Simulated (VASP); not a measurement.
# Hf in VASP: further runs

Hf is run at these levels: PBE, LDA; tasks: single point.

All numbers are computed with VASP 6.6.1; they aren't measurements. Logs are shortened: lines on timing, memory, paths and dates and some standing lists are left out, and cuts for length are marked.

### Step 1. The cell of the first run

The structure is cubic, space group Fm-3m (No. 225). The conventional cell has a = 4.498 Å, b = 4.498 Å, c = 4.498 Å, α = 90.00°, β = 90.00°, γ = 90.00°. Within 4.2 Å of Hf (site symmetry m-3m) lie 12 Hf at 3.18 Å.

### Step 2. Single point, PBE (volume scaled by 1.04)

File INCAR:

```
SYSTEM = Hf
PREC     = Accurate       ! precision mode
ENCUT    = 520            ! plane-wave cutoff, eV
EDIFF    = 1E-6           ! SCF threshold, eV
ISMEAR   = -1             ! smearing method
SIGMA    = 0.05           ! smearing width, eV
LREAL    = .FALSE.        ! projectors in reciprocal space
LASPH    = .TRUE.         ! aspherical terms in the spheres
NELM     = 80             ! most SCF steps
ALGO     = Normal         ! electronic algorithm
ISIF     = 2              ! what is computed and relaxed
LWAVE    = .FALSE.        ! write WAVECAR
LCHARG   = .FALSE.        ! write CHGCAR
GGA      = PE             ! functional
NBANDS   = 11             ! bands
```

File KPOINTS:

```
Automatic mesh
0
G
  10 10 10
  0 0 0
```

File POSCAR:

```
Hf
1.0
    0.0000000000      2.2492138765      2.2492138765
    2.2492138765      0.0000000000      2.2492138765
    2.2492138765      2.2492138765      0.0000000000
Hf
1
Direct
    0.0000000000      0.0000000000      0.0000000000
```

Potentials or basis: VASP PAW PBE potentials, release 64 (Hf_pv).

On the command line:

```
$ cat potpaw_PBE.64/Hf_pv/POTCAR > POTCAR
$ mpirun -np 1 vasp_std > vasp.out
```

OUTCAR:

```text
SYSTEM = Hf
   PREC = Accurate
   ENCUT = 520
   EDIFF = 1E-6
   ISMEAR = -1
   LREAL = .FALSE.
   LASPH = .TRUE.
   NELM = 80
   ISIF = 2
   GGA = PE

 ion  position               nearest neighbor table
   1  0.000  0.000  0.000-

  LATTYP: Found a face centered cubic cell.
 ALAT       =     4.4984277530

  Lattice vectors:

 A1 = (   0.0000000000,   2.2492138765,   2.2492138765)
 A2 = (   2.2492138765,   0.0000000000,   2.2492138765)
 A3 = (   2.2492138765,   2.2492138765,   0.0000000000)

Analysis of symmetry for initial positions (statically):
=====================================================================
 Subroutine PRICEL returns:
 Original cell was already a primitive cell.

 Routine SETGRP: Setting up the symmetry group for a
 face centered cubic supercell.

 Subroutine GETGRP returns: Found 48 space group operations
 (whereof 48 operations were pure point group operations)
 out of a pool of 48 trial point group operations.

The static configuration has the point symmetry O_h .

Analysis of symmetry for dynamics (positions and initial velocities):
=====================================================================
 Subroutine PRICEL returns:
 Original cell was already a primitive cell.

 Routine SETGRP: Setting up the symmetry group for a
 face centered cubic supercell.

 Subroutine GETGRP returns: Found 48 space group operations
 (whereof 48 operations were pure point group operations)
 out of a pool of 48 trial point group operations.

The dynamic configuration has the point symmetry O_h .

 Subroutine INISYM returns: Found 48 space group operations
 (whereof 48 operations are pure point group operations),
 and found     1 'primitive' translations

----------------------------------------------------------------------------------------

                                     Primitive cell

  volume of cell :      22.7574

  direct lattice vectors                    reciprocal lattice vectors
     0.000000000  2.249213876  2.249213876    -0.222299891  0.222299891  0.222299891
     2.249213876  0.000000000  2.249213876     0.222299891 -0.222299891  0.222299891
     2.249213876  2.249213876  0.000000000     0.222299891  0.222299891 -0.222299891

  length of vectors
     3.180868769  3.180868769  3.180868769     0.385034706  0.385034706  0.385034706

  position of ions in fractional coordinates (direct lattice)
     0.000000000  0.000000000  0.000000000

  ion indices of the primitive-cell ions
   primitive index   ion index
                 1           1

----------------------------------------------------------------------------------------

 KPOINTS: Automatic mesh

Automatic generation of k-mesh.
 Grid dimensions read from file:
 generate k-points for:   10   10   10

 Generating k-lattice:

  Cartesian coordinates                     Fractional coordinates (reciprocal lattice)
    -0.022229989  0.022229989  0.022229989     0.100000000  0.000000000  0.000000000
     0.022229989 -0.022229989  0.022229989     0.000000000  0.100000000  0.000000000
     0.022229989  0.022229989 -0.022229989     0.000000000  0.000000000  0.100000000

  Length of vectors
     0.038503471  0.038503471  0.038503471

  Shift w.r.t. Gamma in fractional coordinates (k-lattice)
     0.000000000  0.000000000  0.000000000

 Subroutine IBZKPT returns following result:
 ===========================================

 Found     47 irreducible k-points:

 Following reciprocal coordinates:
            Coordinates               Weight
  0.000000  0.000000  0.000000      1.000000
  0.100000  0.000000  0.000000      8.000000
  0.200000  0.000000  0.000000      8.000000
  0.300000  0.000000  0.000000      8.000000
  0.400000  0.000000  0.000000      8.000000
  0.500000  0.000000  0.000000      4.000000
[... 16 lines left out ...]
  0.300000  0.300000  0.000000      6.000000
  0.400000  0.300000  0.000000     24.000000
 [... further k-points ...]
   k-points           NKPTS =     47   k-points in BZ     NKDIM =     47   number of bands    NBANDS=     11
   number of dos      NEDOS =    301   number of ions     NIONS =      1
   total plane-waves  NPLWV =  13824
   dimension x,y,z NGX =    24 NGY =   24 NGZ =   24
   dimension x,y,z NGXF=    48 NGYF=   48 NGZF=   48
   ions per type =               1
   NGX,Y,Z   is equivalent  to a cutoff of  12.54, 12.54, 12.54 a.u.
   NGXF,Y,Z  is equivalent  to a cutoff of  25.09, 25.09, 25.09 a.u.
 SYSTEM =  Hf
   PREC   = accura    normal or accurate (medium, high low for compatibility)
   ISTART =      0    job   : 0-new  1-cont  2-samecut
   ICHARG =      2    charge: 1-file 2-atom 10-const
   ISPIN  =      1    spin polarized calculation?
   LNONCOLLINEAR =      F non collinear calculations
   LSORBIT =      F    spin-orbit coupling
   LASPH  =      T    aspherical Exc in radial PAW
   ENCUT  =  520.0 eV  38.22 Ry    6.18 a.u.   5.91  5.91  5.91*2*pi/ulx,y,z
   NELM   =     80;   NELMIN=  2; NELMDL= -5     # of ELM steps
   EDIFF  = 0.1E-05   stopping-criterion for ELM
   LREAL  =      F    real-space projection
   EDIFFG = 0.1E-04   stopping-criterion for IOM
   NSW    =      0    number of steps for IOM
   IBRION =     -1    ionic relax: 0-MD 1-quasi-New 2-CG
   NFREE  =      0    steps in history (QN), initial steepest desc. (CG)
   ISIF   =      2    stress and relaxation
   ISYM   =      2    0-nonsym 1-usesym 2-fastsym
   POTIM  = 0.5000    time-step for ionic-motion
   TEBEG  =    0.0;   TEEND  =   0.0 temperature during run
   PSTRESS=    0.0 pullay stress
   NELECT =      10.0000    total number of electrons
   NUPDOWN=      -1.0000    fix difference up-down
   EMIN   =  10.00;   EMAX   =-10.00  energy-range for DOS
   EFERMI =   0.00;   METHOD = LEGACY
   ISMEAR =    -1;   SIGMA  =   0.05  broadening in eV -4-tet -1-fermi 0-gaus
   EFERMI_NEDOS =   21; number of points for ismear=-14 and -15
   IALGO  =     38    algorithm
   IMIX   =      4    mixing-type and parameters
     AMIX     =   0.40;   BMIX     =  1.00
     AMIX_MAG =   1.60;   BMIX_MAG =  1.00
  volume/ion in A,a.u.               =      22.76       153.57
  Fermi-wavevector in a.u.,A,eV,Ry     =   1.244612  2.351976 21.076237  1.549060
  Thomas-Fermi vector in A             =   2.378871
   LORBIT       =      0    0 simple, 1 ext, 2 COOP (PROOUT), +10 PAW based schemes
   GGA     = PE    functional components
   LHFCALC =     F    Hartree Fock is set to
   AEXX    =    0.0000 exact exchange contribution
   IVDW    =     0    specifies the selected vdW correction
   LEPSILON=     F    determine dielectric tensor
   LRPA    =     F    only Hartree local field effects (RPA)
 non-spin polarized calculation
  energy-cutoff  :      520.00
  volume of cell :       22.76
 maximum number of plane-waves:       622
   NGX = 11   NGY = 11   NGZ = 11

 number of electron      10.0000000 magnetization

 number of electron       9.9999999 magnetization

 Free energy of the ion-electron system (eV)
  ---------------------------------------------------
  ext. energy  EPLUGINS =         0.00000000
  ---------------------------------------------------
  free energy    TOTEN  =        -9.85823790 eV

  energy without entropy =       -9.84587147  energy(sigma->0) =       -9.85205469

 E-fermi :   4.6267     XC(G=0): -11.2073

 val. band max:        4.6087305792   @ k =   0.3000   0.0000   0.0000
 cond. band min:       4.6648650855   @ k =   0.5000   0.1000   0.0000
 fundamental gap:      0.0561345063
 Fermi energy:         4.6267497898

 k-point     1 :       0.0000    0.0000    0.0000
  band No.  band energies     occupation
      1     -25.4478      2.00000
      2     -25.4478      2.00000
      3     -25.4478      2.00000
      4      -2.5286      2.00000
      5       6.0222      0.00000
      6       6.0222      0.00000
      7       6.0222      0.00000
      8       8.7514      0.00000
      9       8.7514      0.00000
     10      15.8831      0.00000
     11      17.6372      0.00000

 k-point     2 :       0.1000    0.0000    0.0000
  band No.  band energies     occupation
      1     -25.5253      2.00000
      2     -25.4577      2.00000
      3     -25.4577      2.00000
      4      -2.1898      2.00000
      5       5.6905      0.00000
      6       6.1774      0.00000
      7       6.1774      0.00000
      8       8.5910      0.00000
      9       8.5910      0.00000
     10      16.6103      0.00000
     11      17.6353      0.00000

 k-point     3 :       0.2000    0.0000    0.0000
  band No.  band energies     occupation
      1     -25.7233      2.00000
      2     -25.4835      2.00000
      3     -25.4835      2.00000
      4      -1.2671      2.00000
      5       5.0306      0.00062
      6       6.4031      0.00000
      7       6.4031      0.00000
      8       8.5107      0.00000
      9       8.5107      0.00000
     10      16.6086      0.00000
     11      17.6390      0.00000

 k-point     4 :       0.3000    0.0000    0.0000
  band No.  band energies     occupation
      1     -25.9594      2.00000
      2     -25.5152      2.00000
      3     -25.5152      2.00000
      4      -0.0814      2.00000
      5       4.6087      1.17827
      6       6.2391      0.00000
      7       6.2391      0.00000
      8       9.1800      0.00000
      9       9.1800      0.00000
     10      15.2293      0.00000
     11      17.6332      0.00000
[... 239 lines left out ...]
 k-point    22 :      -0.2000    0.2000    0.0000
  band No.  band energies     occupation
      1     -25.9219      2.00000
      2     -25.6623      2.00000
      3     -25.5115      2.00000
      4       0.5135      2.00000
      5       4.3462      1.99271
      6       5.4743      0.00000
      7       7.1730      0.00000
      8       7.6083      0.00000
      9      10.6969      0.00000
     10      16.5982      0.00000
     11      17.6501      0.00000

 k-point    23 :       0.3000    0.3000    0.0000
  band No.  band energies     occupation
      1     -25.9351      2.00000
      2     -25.6296      2.00000
      3     -25.6296      2.00000
      4       0.6630      2.00000
      5       3.4589      2.00000
      6       5.6853      0.00000
      7       8.3886      0.00000
      8       8.3886      0.00000
      9      10.0040      0.00000
     10      17.6281      0.00000
     11      18.8837      0.00000

 k-point    24 :       0.4000    0.3000    0.0000
  band No.  band energies     occupation
      1     -26.0338      2.00000
      2     -25.6851      2.00000
      3     -25.6604      2.00000
      4       1.3633      2.00000
      5       3.1849      2.00000
      6       5.4410      0.00000
      7       8.6459      0.00000
      8       9.6101      0.00000
      9      10.6734      0.00000
     10      16.0904      0.00000
     11      17.7582      0.00000

 [... further k-points ...]
[... 5 lines left out ...]
  --------------------------------------------------------------------------------------
  -------------------------------------------------------------------------------------
  Total       -0.2143091     -0.2143091     -0.2143091     -0.0000000     -0.0000000     -0.0000000
  in kB      -15.0879015    -15.0879015    -15.0879015     -0.0000000     -0.0000000     -0.0000000
  external PRESSURE =     -15.0879015 kB  Pullay stress =       0.0000000 kB

 VOLUME and BASIS-vectors are now :
 -----------------------------------------------------------------------------
  energy-cutoff  :      520.00
  volume of cell :       22.76
      direct lattice vectors                 reciprocal lattice vectors
     0.000000000  2.249213876  2.249213876    -0.222299891  0.222299891  0.222299891
     2.249213876  0.000000000  2.249213876     0.222299891 -0.222299891  0.222299891
     2.249213876  2.249213876  0.000000000     0.222299891  0.222299891 -0.222299891

 POSITION                                       TOTAL-FORCE (eV/Angst)
 -----------------------------------------------------------------------------------
      0.00000      0.00000      0.00000        -0.000000     -0.000000      0.000000
 -----------------------------------------------------------------------------------
    total drift:                                0.000000      0.000000     -0.000000

  FREE ENERGIE OF THE ION-ELECTRON SYSTEM (eV)
  ---------------------------------------------------
  free  energy   TOTEN  =        -9.8582378978 eV

  energy  without entropy=       -9.8458714733  energy(sigma->0) =       -9.85205469
```

It took 7.8 s on 1 thread of Intel Xeon Platinum 8259CL at 2.50GHz (Skylake/Cascade Lake), shared host; peak memory 0.14 GiB.

What came out:

```
Free energy            : -9.8582 eV
Pressure               : -1.5 GPa
Band gap on the k mesh : zero (band 5 reaches 6.02 eV, above the bottom of band 6 at 4.23 eV)
```

Levels at points of the mesh, in eV from the Fermi level:
| k point | band 1 | band 2 | band 3 | band 4 | band 5 | band 6 | band 7 | band 8 | band 9 | band 10 |
| --- | --- | --- | --- | --- | --- | --- | --- | --- | --- | --- |
| (0.00, 0.00, 0.00) | -30.07 | -30.07 | -30.07 | -7.16 | 1.40 | 1.40 | 1.40 | 4.12 | 4.12 | 11.26 |
| (0.50, 0.00, 0.00) | -30.84 | -30.18 | -30.18 | -3.59 | 0.52 | 1.18 | 1.18 | 6.19 | 6.19 | 9.17 |
| (0.50, 0.50, 0.00) | -30.79 | -30.35 | -30.35 | -3.18 | -2.07 | 2.43 | 6.20 | 6.80 | 6.80 | 9.76 |

Caveat: spin-orbit coupling is left out, which moves the levels of the heavy elements.

### Step 3. Single point, PBE (the cell strained at random)

File INCAR:

```
ALGO     = Fast           # electronic algorithm
EDIFF    = 1E-7           # SCF threshold, eV
ENCUT    = 520            # plane-wave cutoff, eV
GGA      = PE             # functional
ISIF     = 2              # what is computed and relaxed
ISMEAR   = -1             # smearing method
LASPH    = True           # aspherical terms in the spheres
LCHARG   = False          # write CHGCAR
LREAL    = False          # projectors in reciprocal space
LWAVE    = False          # write WAVECAR
NBANDS   = 11             # bands
NELM     = 100            # most SCF steps
PREC     = Accurate       # precision mode
SIGMA    = 0.05           # smearing width, eV
```

File KPOINTS:

```
k-points
0
Gamma
  10 10 10
```

File POSCAR:

```
Hf
1.0
   -0.0434730000      2.2074770000      2.2133560000
    2.1627620000     -0.0426750000      2.2125580000
    2.1720080000      2.2159250000     -0.0519210000
Hf
1
Direct
    0.0019310000     -0.0112190000     -0.0034220000
```

Potentials or basis: VASP PAW PBE potentials, release 64 (Hf_pv).

On the command line:

```
$ cat potpaw_PBE.64/Hf_pv/POTCAR > POTCAR
$ mpirun -np 1 vasp_std > vasp.out
```

Wall time 87 s (1 thread of Intel Xeon Platinum 8259CL at 2.50GHz (Skylake/Cascade Lake), shared host); peak memory 0.24 GiB.

The run converged. Its results:

| Property | Result |
| --- | --- |
| Free energy | -9.8473 eV |
| Pressure | 2.7 GPa |
| Band gap on the k mesh | zero (band 5 reaches 6.21 eV, above the bottom of band 6 at 4.44 eV) |

Stress tensor (GPa, compression positive):
```
3.38 1.29 1.81
1.29 2.46 1.66
1.81 1.66 2.32
```

Levels at points of the mesh, in eV from the Fermi level:
| k point | band 3 | band 4 | band 5 | band 6 | band 7 | band 8 |
| --- | --- | --- | --- | --- | --- | --- |
| (0.00, 0.00, 0.00) | -29.90 | -7.29 | 1.13 | 1.32 | 1.78 | 4.12 |
| (0.50, 0.00, 0.00) | -30.02 | -3.72 | 0.58 | 0.81 | 1.62 | 6.32 |
| (0.00, 0.50, 0.00) | -30.03 | -3.72 | 0.59 | 0.99 | 1.44 | 6.17 |
| (0.50, 0.50, 0.00) | -30.21 | -3.37 | -2.18 | 2.51 | 6.42 | 6.99 |
| (0.00, 0.00, 0.50) | -30.02 | -3.74 | 0.53 | 1.04 | 1.44 | 6.18 |
| (0.50, 0.00, 0.50) | -30.20 | -3.36 | -2.19 | 2.55 | 6.42 | 6.99 |
| (0.00, 0.50, 0.50) | -30.24 | -3.32 | -2.25 | 2.88 | 6.42 | 7.08 |
| (0.50, 0.50, 0.50) | -30.07 | -3.62 | 0.91 | 0.91 | 1.23 | 6.49 |

Caveat: the cell differs from its parent crystal (the cell strained at random); spin-orbit coupling is left out, which moves the levels of the heavy elements.

### Step 4. Single point, LDA (volume scaled by 0.94)

File INCAR:

```
PREC = Accurate
ENCUT = 520
EDIFF = 1E-6
ISMEAR = -1
SIGMA = 0.05
LREAL = F
LASPH = T
NELM = 100
ALGO = Fast
ISIF = 2
LWAVE = F
LCHARG = T
LELF = T
LVHAR = T
NBANDS = 11
```

File KPOINTS:

```
Automatic mesh
0
Gamma
  10 10 10
```

File POSCAR:

```
Hf
1.0
    0.0000000000      2.1746811613      2.1746811613
    2.1746811613      0.0000000000      2.1746811613
    2.1746811613      2.1746811613      0.0000000000
Hf
1
Direct
    0.0000000000      0.0000000000      0.0000000000
```

Potentials or basis: VASP PAW LDA potentials, release 64 (Hf_pv).

On the command line:

```
$ cat potpaw_LDA.64/Hf_pv/POTCAR > POTCAR
$ mpirun -np 1 vasp_std > vasp.out
```

It took 6.5 s on 1 thread of AMD EPYC 9R45 (Zen 5), shared host; peak memory 0.1 GiB.

Results (log left out):

* Free energy: -10.6387 eV
* Pressure: 1.2 GPa
* Band gap on the k mesh: zero (band 5 reaches 6.58 eV, above the bottom of band 6 at 4.83 eV)

Levels at points of the mesh, in eV from the Fermi level:
```csv
k point,band 1,band 2,band 3,band 4,band 5,band 6,band 7,band 8,band 9,band 10
"(0.00, 0.00, 0.00)",-29.56,-29.56,-29.56,-7.43,1.35,1.35,1.35,4.42,4.42,11.70
"(0.50, 0.00, 0.00)",-30.66,-29.71,-29.71,-3.89,1.04,1.09,1.09,6.81,6.81,10.42
"(0.50, 0.50, 0.00)",-30.59,-29.95,-29.95,-3.63,-2.48,3.14,6.81,7.54,7.54,10.71
```

Caveat: spin-orbit coupling is left out, which moves the levels of the heavy elements.

### Step 5. Summary

```csv
level,potentials or basis,cell,gap on the mesh (eV),pressure (GPa)
PBE,"VASP PAW PBE potentials, release 64 (Hf_pv)","a = 3.181 Å, angles 60.0°, 1 atom",none,-1.5
PBE,"VASP PAW PBE potentials, release 64 (Hf_pv)","a = 3.126, b = 3.094, c = 3.103 Å, angles 62.1, 61.1, 60.9°, 1 atom",none,2.7
LDA,"VASP PAW LDA potentials, release 64 (Hf_pv)","a = 3.075 Å, angles 60.0°, 1 atom",none,1.2
```

Alike in all rows: task single point; no spin polarisation; k mesh 10 × 10 × 10; cutoff (eV) 520; smearing fermi-dirac 0.05 eV.

Caveats: spin-orbit coupling is left out, which moves the levels of the heavy elements.

Total energies depend on the potentials used, so only differences within one code and one set of settings carry meaning.
